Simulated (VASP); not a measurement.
Write the native input for VASP 6.6.1 that does the following.

| Quantity | Value |
| --- | --- |
| Task | single point |
| Functional | r2SCAN |
| Potentials or basis | VASP PAW PBE potentials, release 64 (Mg, O) |
| Cutoff | 520 eV |
| k mesh | 12 × 12 × 6 |
| Occupations | gaussian, width 0.01 eV |
| Spin | no spin polarisation |
| Dipole correction | no |
| Further INCAR settings | ALGO = Normal; EDIFF = 1e-06; NBANDS = 16 |

The system is MgO.

```xyz
4
Lattice="3.2553 0.0000 0.0000 -1.6277 2.8192 0.0000 0.0000 0.0000 5.1060" Properties=species:S:1:pos:R:3 pbc="T T T"
Mg    0.0000    1.8795   -0.0338
Mg    1.6277    0.9397    2.5192
O     0.0000    1.8795    1.9485
O     1.6277    0.9397    4.5015
```

This cell differs from its parent crystal: epitaxial xy strain -1.0%.

The input as run:

POSCAR

```
MgO
1.0
    3.2553350558      0.0000000000      0.0000000000
   -1.6276675279      2.8192028561      0.0000000000
    0.0000000000      0.0000000000      5.1059905300
Mg O
2 2
Direct
    0.3333333333      0.6666666667     -0.0066133739
    0.6666666667      0.3333333333      0.4933866261
    0.3333333333      0.6666666667      0.3816133739
    0.6666666667      0.3333333333      0.8816133739
```

INCAR.step1

```
PREC = Accurate
ENCUT = 520
ISMEAR = 0
SIGMA = 0.01
LREAL = False
LASPH = True
NELM = 100
NBANDS = 16
GGA = PE
ALGO = Normal
EDIFF = 1E-4
LWAVE = True
LCHARG = False
```

INCAR.step2

```
PREC = Accurate
ENCUT = 520
EDIFF = 1E-6
ISMEAR = 0
SIGMA = 0.01
LREAL = False
LASPH = True
NELM = 100
ALGO = Normal
ISIF = 2
LWAVE = False
LCHARG = True
METAGGA = R2SCAN
LMIXTAU = True
LELF = True
LVHAR = True
NBANDS = 16
ISTART = 1
```

KPOINTS

```
Automatic mesh
0
Gamma
  12 12 6
```

Potentials or basis: VASP PAW PBE potentials, release 64 (Mg, O).

Launch:

```bash
$ cat potpaw_PBE.64/Mg/POTCAR potpaw_PBE.64/O/POTCAR > POTCAR
$ cp INCAR.step1 INCAR
$ mpirun -np 1 vasp_std > vasp.out
$ cp INCAR.step2 INCAR
$ mpirun -np 1 vasp_std > vasp.out
```

Results of the run:

The pressure is 0.6 GPa and the largest force is 0.004 eV/Å. The band gap on the k mesh is 4.33 eV, direct.

Caveat: the cell differs from its parent crystal (epitaxial xy strain -1.0%); the PAW data sets were made with another functional, which shifts forces and pressure a little.

It took 2.1 min on 1 thread of Intel(R) Xeon(R) Platinum 8259CL CPU @ 2.50GHz (Skylake/Cascade Lake), on a shared host, peak memory 0.2 GiB.
